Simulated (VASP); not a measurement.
Set up this calculation in VASP 6.6.1, as the native input.

| Item | Value |
| --- | --- |
| Task | single point |
| Functional | PBEsol |
| Potentials or basis | VASP PAW PBE potentials, release 64 (Si, C) |
| Cutoff | 520 eV |
| k mesh | 10 × 10 × 10 |
| Occupations | gaussian, width 0.01 eV |
| Spin | no spin polarisation |
| Dipole correction | no |
| Further INCAR settings | ALGO = Normal; EDIFF = 1e-07; NBANDS = 11 |

The structure of SiC lies in POSCAR:

```
SiC
1.0
   -0.0108920594      2.1729658409      2.1729658409
    2.1729658409     -0.0108920594      2.1729658409
    2.1729658409      2.1729658409     -0.0108920594
Si C
1 1
Direct
    0.0002579745      0.0002579745      0.0002579745
    0.7497420255      0.7497420255      0.7497420255
```

This cell differs from its parent crystal: equal xy, yz and zx engineering shears of -0.5 %.

These files were run (other wordings do the same):

INCAR

```
ALGO = Normal
EDIFF = 1E-7
ENCUT = 520
GGA = PS
ISIF = 2
ISMEAR = 0
LASPH = True
LCHARG = False
LREAL = False
LWAVE = False
NBANDS = 11
NELM = 80
PREC = Accurate
SIGMA = 0.01
```

KPOINTS

```
k-points
0
Gamma
  10 10 10
```

Potentials or basis: VASP PAW PBE potentials, release 64 (Si, C).

The run is started by

```bash
$ cat potpaw_PBE.64/Si/POTCAR potpaw_PBE.64/C/POTCAR > POTCAR
$ mpirun -np 1 vasp_std > vasp.out
```

Results of the run:

* Pressure: 0.4 GPa
* Band gap on the k mesh: 1.18 eV, indirect (least direct gap 4.40 eV)

Caveat: the cell differs from its parent crystal (equal xy, yz and zx engineering shears of -0.5 %); the PAW data sets were made with another functional, which shifts forces and pressure a little.

Run time: 9.7 s on 1 thread of Intel(R) Xeon(R) Platinum 8488C (Sapphire Rapids), on a shared host, peak memory 0.15 GiB.
